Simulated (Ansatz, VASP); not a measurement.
**One calculation of Ni2Ge, two programs**

```xyz
6
Lattice="3.8588 0.0000 0.0000 -1.9294 3.3418 0.0000 0.0000 0.0000 4.8863" Properties=species:S:1:pos:R:3 pbc="T T T"
Ni    1.9294    1.1139    1.2216
Ni    0.0000    2.2279    3.6647
Ni    0.0000    0.0000    0.0000
Ni    0.0000    0.0000    2.4431
Ge    1.9294    1.1139    3.6647
Ge    0.0000    2.2279    1.2216
```

Change from the starting cell: equal strain along all axes, cell held, atoms relaxed: -3.0 %.

Alike in both runs: task single point; functional r2SCAN; k mesh 12 × 12 × 8; occupations gaussian, width 0.1 eV; no spin polarisation.

```csv
,VASP,Ansatz
version,VASP 6.6.1,Ansatz 0.2.0
potentials or method,"VASP PAW PBE potentials, release 64 (Ni, Ge_d), cutoff 520 eV","scalar-relativistic, plane waves, PAW"
valence electrons in the cell,68,100
```

VASP gave:

- gap on the k mesh at the Fermi level (eV): none
- pressure (GPa): 22.9
- traceless stress, the component that is largest in VASP (GPa): -2.67

Task: What did Ansatz give for the same quantities?

Result: gap on the k mesh at the Fermi level (eV): none; pressure (GPa): 22.6; traceless stress, the component that is largest in VASP (GPa): -2.50.

VASP's potentials were made for PBE, not for r2SCAN. A gap of «none» marks a metal or a gap that the smearing closes. The functional is the same, so the differences come from potentials, cutoffs and numerics. VASP's potentials hold 68 valence electrons a cell and Ansatz's 100, so a difference there can come from the potentials and not from the codes.
